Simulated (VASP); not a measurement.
# SiC (P1) in VASP: relaxation of cell and atoms with PBE

Aim: the relaxation of cell and atoms of SiC with PBE.

All numbers are computed with VASP 6.6.1; they aren't measurements. Logs are shortened: lines on timing, memory, paths and dates and some standing lists are left out, and cuts for length are marked.

## (1) The cell of the first run

The typed cell holds 4 atoms: a = 3.153 Å, b = 3.072 Å, c = 5.300 Å, α = 70.74°, β = 71.58°, γ = 59.31°.

## (2) Relaxation of cell and atoms, PBE

INCAR

```
PREC     = Accurate       # precision mode
ENCUT    = 600            # plane-wave cutoff, eV
EDIFF    = 1E-7           # SCF threshold, eV
ISMEAR   = 0              # smearing method
SIGMA    = 0.1            # smearing width, eV
LREAL    = False          # projectors in reciprocal space
LASPH    = True           # aspherical terms in the spheres
NELM     = 100            # most SCF steps
ALGO     = Normal         # electronic algorithm
ISIF     = 3              # what is computed and relaxed
LWAVE    = False          # write WAVECAR
LCHARG   = False          # write CHGCAR
GGA      = PE             # functional
IBRION   = 2              # ionic algorithm
NSW      = 80             # ionic steps
EDIFFG   = -0.025         # ionic threshold
```

KPOINTS

```
Automatic mesh
0
Gamma
  6 6 6
```

POSCAR

```
SiC
1.0
   -0.0227685440      2.2457667687      2.2135679552
    2.1210222599      2.2222145024      0.0007837223
   -2.0776930584      4.4003160811     -2.0995819549
Si C
2 2
Direct
    0.1128493369      0.1277814622      0.6271263902
    0.6168274717      0.6602930235      0.1358079905
   -0.0059895413     -0.0107759746     -0.0121126480
    0.5263127326      0.4727014888      0.4991782673
```

Potentials or basis: VASP PAW PBE potentials, release 64 (Si, C).

Run with:

```
cat potpaw_PBE.64/Si/POTCAR potpaw_PBE.64/C/POTCAR > POTCAR
mpirun -np 1 vasp_std > vasp.out
```

OUTCAR:

```text
PREC = Accurate
   ENCUT = 600
   EDIFF = 1E-7
   ISMEAR = 0
   LREAL = False
   LASPH = True
   NELM = 100
   ISIF = 3
   GGA = PE
   IBRION = 2
   NSW = 80
   EDIFFG = -0.025

 ion  position               nearest neighbor table
   1  0.113  0.128  0.627-   3 1.77   4 1.82   4 1.91   4 1.97   2 2.97   2 2.98   2 3.01   2 3.03
                             2 3.11
   2  0.617  0.660  0.136-   3 1.78   4 1.79   3 1.98   3 2.06   1 2.97   1 2.98   1 3.01   1 3.03
                             1 3.11
   3  0.994  0.989  0.988-   1 1.77   2 1.78   2 1.98   2 2.06
   4  0.526  0.473  0.499-   2 1.79   1 1.82   1 1.91   1 1.97

  LATTYP: Found a triclinic cell.
 ALAT       =     5.2835302929
 B/A-ratio  =     0.5831404152
 C/A-ratio  =     1.0030785109
 COS(alpha) =     0.0053981132
 COS(beta)  =     0.1949212398
 COS(gamma) =     0.8591413693

  Lattice vectors:

 A1 = (   4.2648130638,   2.1986622361,  -2.2120005106)
 A2 = (   2.1437908039,  -0.0235522663,  -2.2127842329)
 A3 = (  -2.0776930584,   4.4003160811,  -2.0995819549)

Analysis of symmetry for initial positions (statically):
=====================================================================
 Subroutine PRICEL returns:
 Original cell was already a primitive cell.

 Routine SETGRP: Setting up the symmetry group for a
 triclinic supercell.

 Subroutine GETGRP returns: Found  1 space group operations
 (whereof  1 operations were pure point group operations)
 out of a pool of  2 trial point group operations.

The static configuration has the point symmetry C_1 .

Analysis of symmetry for dynamics (positions and initial velocities):
=====================================================================
 Subroutine PRICEL returns:
 Original cell was already a primitive cell.

 Routine SETGRP: Setting up the symmetry group for a
 triclinic supercell.

 Subroutine GETGRP returns: Found  1 space group operations
 (whereof  1 operations were pure point group operations)
 out of a pool of  2 trial point group operations.

The dynamic configuration has the point symmetry C_1 .

 Subroutine INISYM returns: Found  1 space group operations
 (whereof  1 operations are pure point group operations),
 and found     1 'primitive' translations

----------------------------------------------------------------------------------------

                                     Primitive cell

  volume of cell :      40.9835

  direct lattice vectors                    reciprocal lattice vectors
    -0.022768544  2.245766769  2.213567955    -0.113928161  0.108620206  0.340387279
     2.121022260  2.222214502  0.000783722     0.352717181  0.113385237 -0.111406538
    -2.077693058  4.400316081 -2.099581955    -0.119981644  0.114559505 -0.117460020

  length of vectors
     3.153390220  3.071965712  5.299795698     0.375021966  0.386881169  0.203264191

  position of ions in fractional coordinates (direct lattice)
     0.112849337  0.127781462  0.627126390
     0.616827472  0.660293024  0.135807990
     0.994010459  0.989224025  0.987887352
     0.526312733  0.472701489  0.499178267

  ion indices of the primitive-cell ions
   primitive index   ion index
                 1           1
                 2           2
                 3           3
                 4           4

----------------------------------------------------------------------------------------

 KPOINTS: Automatic mesh

Automatic generation of k-mesh.
 Grid dimensions read from file:
 generate k-points for:    6    6    6

 Generating k-lattice:

  Cartesian coordinates                     Fractional coordinates (reciprocal lattice)
    -0.018988027  0.018103368  0.056731213     0.166666667  0.000000000 -0.000000000
     0.058786197  0.018897540 -0.018567756     0.000000000  0.166666667  0.000000000
    -0.019996941  0.019093251 -0.019576670     0.000000000  0.000000000  0.166666667

  Length of vectors
     0.062503661  0.064480195  0.033877365

  Shift w.r.t. Gamma in fractional coordinates (k-lattice)
     0.000000000  0.000000000  0.000000000

 Subroutine IBZKPT returns following result:
 ===========================================

 Found    112 irreducible k-points:

 Following reciprocal coordinates:
            Coordinates               Weight
  0.000000  0.000000  0.000000      1.000000
  0.166667 -0.000000  0.000000      2.000000
  0.333333 -0.000000  0.000000      2.000000
  0.500000  0.000000  0.000000      1.000000
  0.000000  0.166667 -0.000000      2.000000
  0.166667  0.166667 -0.000000      2.000000
[... 16 lines left out ...]
  0.333333  0.000000  0.166667      2.000000
  0.500000 -0.000000  0.166667      2.000000
 [... further k-points ...]
   k-points           NKPTS =    112   k-points in BZ     NKDIM =    112   number of bands    NBANDS=     12
   number of dos      NEDOS =    301   number of ions     NIONS =      4
   total plane-waves  NPLWV =  32928
   dimension x,y,z NGX =    28 NGY =   28 NGZ =   42
   dimension x,y,z NGXF=    56 NGYF=   56 NGZF=   84
   ions per type =               2   2
   NGX,Y,Z   is equivalent  to a cutoff of  14.76, 15.15, 13.17 a.u.
   NGXF,Y,Z  is equivalent  to a cutoff of  29.52, 30.31, 26.35 a.u.
 SYSTEM =  unknown system
   PREC   = accura    normal or accurate (medium, high low for compatibility)
   ISTART =      0    job   : 0-new  1-cont  2-samecut
   ICHARG =      2    charge: 1-file 2-atom 10-const
   ISPIN  =      1    spin polarized calculation?
   LNONCOLLINEAR =      F non collinear calculations
   LSORBIT =      F    spin-orbit coupling
   LASPH  =      T    aspherical Exc in radial PAW
   ENCUT  =  600.0 eV  44.10 Ry    6.64 a.u.   6.30  6.14 10.59*2*pi/ulx,y,z
   NELM   =    100;   NELMIN=  2; NELMDL= -5     # of ELM steps
   EDIFF  = 0.1E-06   stopping-criterion for ELM
   LREAL  =      F    real-space projection
   EDIFFG = -.3E-01   stopping-criterion for IOM
   NSW    =     80    number of steps for IOM
   IBRION =      2    ionic relax: 0-MD 1-quasi-New 2-CG
   NFREE  =      1    steps in history (QN), initial steepest desc. (CG)
   ISIF   =      3    stress and relaxation
   ISYM   =      2    0-nonsym 1-usesym 2-fastsym
   POTIM  = 0.5000    time-step for ionic-motion
   TEBEG  =    0.0;   TEEND  =   0.0 temperature during run
   PSTRESS=    0.0 pullay stress
   NELECT =      16.0000    total number of electrons
   NUPDOWN=      -1.0000    fix difference up-down
   EMIN   =  10.00;   EMAX   =-10.00  energy-range for DOS
   EFERMI =   0.00;   METHOD = LEGACY
   ISMEAR =     0;   SIGMA  =   0.10  broadening in eV -4-tet -1-fermi 0-gaus
   EFERMI_NEDOS =   21; number of points for ismear=-14 and -15
   IALGO  =     38    algorithm
   IMIX   =      4    mixing-type and parameters
     AMIX     =   0.40;   BMIX     =  1.00
     AMIX_MAG =   1.60;   BMIX_MAG =  1.00
  volume/ion in A,a.u.               =      10.25        69.14
  Fermi-wavevector in a.u.,A,eV,Ry     =   1.196498  2.261053 19.478200  1.431607
  Thomas-Fermi vector in A             =   2.332437
   LORBIT       =      0    0 simple, 1 ext, 2 COOP (PROOUT), +10 PAW based schemes
   GGA     = PE    functional components
   LHFCALC =     F    Hartree Fock is set to
   AEXX    =    0.0000 exact exchange contribution
   IVDW    =     0    specifies the selected vdW correction
   LEPSILON=     F    determine dielectric tensor
   LRPA    =     F    only Hartree local field effects (RPA)
 conjugate gradient relaxation of ions
 non-spin polarized calculation
 Gauss-broadening in eV      SIGMA  =   0.10
  energy-cutoff  :      600.00
  volume of cell :       40.98
 maximum number of plane-waves:      1391
 NGX is ok and might be reduce to    28
   NGX = 13   NGY = 13   NGZ = 21

--------------------------------------- Ionic step        1  -------------------------------------------

 number of electron      15.9999999 magnetization

 Free energy of the ion-electron system (eV)
  ---------------------------------------------------
  ext. energy  EPLUGINS =         0.00000000
  ---------------------------------------------------
  free energy    TOTEN  =       -29.48064532 eV

  energy without entropy =      -29.48052710  energy(sigma->0) =      -29.48058621

------------------------ aborting loop because EDIFF is reached ----------------------------------------

  FORCE on cell =-STRESS in cart. coord.  units (eV):
  Direction    XX          YY          ZZ          XY          YZ          ZX
  --------------------------------------------------------------------------------------
  -------------------------------------------------------------------------------------
  Total        4.1926854      0.6752051      2.2661399     -1.5649560     -1.3719617      3.4831017
  in kB      163.9057732     26.3959735     88.5908141    -61.1792447    -53.6344649    136.1658286
  external PRESSURE =      92.9641869 kB  Pullay stress =       0.0000000 kB
[... 95 lines left out ...]
  FREE ENERGIE OF THE ION-ELECTRON SYSTEM (eV)
  ---------------------------------------------------
  free  energy   TOTEN  =       -30.0363176406 eV

  energy  without entropy=      -30.0363176406  energy(sigma->0) =      -30.03631764

[... ionic steps 4 to 11 ...]

--------------------------------------- Ionic step       12  -------------------------------------------

 number of electron      16.0000000 magnetization

------------------------ aborting loop because EDIFF is reached ----------------------------------------
[... 71 lines left out ...]
--------------------------------------- Ionic step       14  -------------------------------------------

 number of electron      16.0000000 magnetization

 Free energy of the ion-electron system (eV)
  ---------------------------------------------------
  ext. energy  EPLUGINS =         0.00000000
  ---------------------------------------------------
  free energy    TOTEN  =       -30.11308285 eV

  energy without entropy =      -30.11308285  energy(sigma->0) =      -30.11308285

 E-fermi :   8.4105     XC(G=0): -11.2925

 val. band max:        7.9542064952   @ k =   0.0000   0.0000   0.0000
 cond. band min:       9.3165069315   @ k =   0.0000   0.5000   0.5000
 fundamental gap:      1.3623004363
 Fermi energy:         8.4105043724

 k-point     1 :       0.0000    0.0000    0.0000
  band No.  band energies     occupation
      1      -7.3428      2.00000
      2      -3.8287      2.00000
      3      -0.5052      2.00000
      4       6.8982      2.00000
      5       6.8988      2.00000
      6       7.9472      2.00000
      7       7.9475      2.00000
      8       7.9542      2.00000
      9      13.2493      0.00000
     10      14.0143      0.00000
     11      15.1126      0.00000
     12      15.1152      0.00000
[... 331 lines left out ...]
 k-point    24 :       0.5000   -0.0000    0.1667
  band No.  band energies     occupation
      1      -3.6852      2.00000
      2      -3.0697      2.00000
      3       0.2420      2.00000
      4       1.1302      2.00000
      5       3.6561      2.00000
      6       5.1925      2.00000
      7       5.1947      2.00000
      8       6.2089      2.00000
      9      10.6689      0.00000
     10      12.7423      0.00000
     11      14.0972      0.00000
     12      15.6642      0.00000

 [... further k-points ...]

------------------------ aborting loop because EDIFF is reached ----------------------------------------

  FORCE on cell =-STRESS in cart. coord.  units (eV):
  Direction    XX          YY          ZZ          XY          YZ          ZX
  --------------------------------------------------------------------------------------
  -------------------------------------------------------------------------------------
  Total       -0.0004719     -0.0133533     -0.0110733      0.0088868      0.0050382     -0.0145032
  in kB       -0.0180072     -0.5095959     -0.4225841      0.3391438      0.1922721     -0.5534806
  external PRESSURE =      -0.3167291 kB  Pullay stress =       0.0000000 kB
[... 19 lines left out ...]
  FREE ENERGIE OF THE ION-ELECTRON SYSTEM (eV)
  ---------------------------------------------------
  free  energy   TOTEN  =       -30.1130828545 eV

  energy  without entropy=      -30.1130828545  energy(sigma->0) =      -30.11308285

 reached required accuracy - stopping structural energy minimisation
```

Run time: 4.5 min. Hardware: 1 thread of Intel Xeon Platinum 8559C (Emerald Rapids), shared host; peak memory 0.22 GiB.

What came out:

```yaml
Free_energy: -30.1131 eV
Relaxed_volume: 10.50 Å³/atom
Relaxed_cell: a = 3.097 Å, b = 3.097 Å, c = 5.363 Å, α = 73.21°, β = 73.22°, γ = 59.99°
Space_group_after_relaxing_to_0.1_Å: F-43m (No. 216)
Energy_gained_by_relaxing: 158.1 meV/atom
Ionic_steps: 14
Pressure_after_relaxing: 0.0 GPa
Largest_force_after_relaxing: 0.017 eV/Å
Band_gap_on_the_k_mesh: 1.36 eV
```

Forces on the atoms (eV/Å):
```
Si  -0.008  0.015 -0.003
Si   0.004 -0.002 -0.006
C    0.002 -0.004  0.012
C    0.002 -0.009 -0.003
```

The path:
| step | energy change (eV) | largest force (eV/Å) | pressure (GPa) | volume (Å³) |
| --- | --- | --- | --- | --- |
| 1 | 0.0000 | 3.6789 | 9.30 | 40.98 |
| 2 | -0.0957 | 2.6668 | -6.61 | 44.49 |
| 3 | -0.5557 | 0.8973 | -3.66 | 42.74 |
| 4 | -0.6073 | 0.7573 | 1.59 | 41.69 |
| 5 | -0.6183 | 0.3556 | -0.07 | 41.99 |
| 6 | -0.6257 | 0.2577 | 0.47 | 41.89 |
| 7 | -0.6273 | 0.1750 | 0.27 | 41.92 |
| 8 | -0.6298 | 0.0956 | -0.08 | 41.99 |
| 9 | -0.6300 | 0.1346 | -0.20 | 42.02 |
| 10 | -0.6315 | 0.0789 | -0.06 | 41.99 |
| 11 | -0.6317 | 0.0767 | 0.01 | 41.97 |
| 12 | -0.6323 | 0.0524 | 0.06 | 41.96 |
| 13 | -0.6323 | 0.0478 | 0.06 | 41.97 |
| 14 | -0.6324 | 0.0173 | -0.03 | 41.98 |

Final structure:
```
Si C
1.0
     0.00030    2.18981    2.18965
     2.18926    2.18994   -0.00038
    -2.18973    4.37850   -2.18881
Si C
2 2
Direct
  0.12495 0.12504 0.62489
  0.62511 0.62495 0.12497
  0.99989 0.00001 0.00009
  0.50005 0.50000 0.50004
```
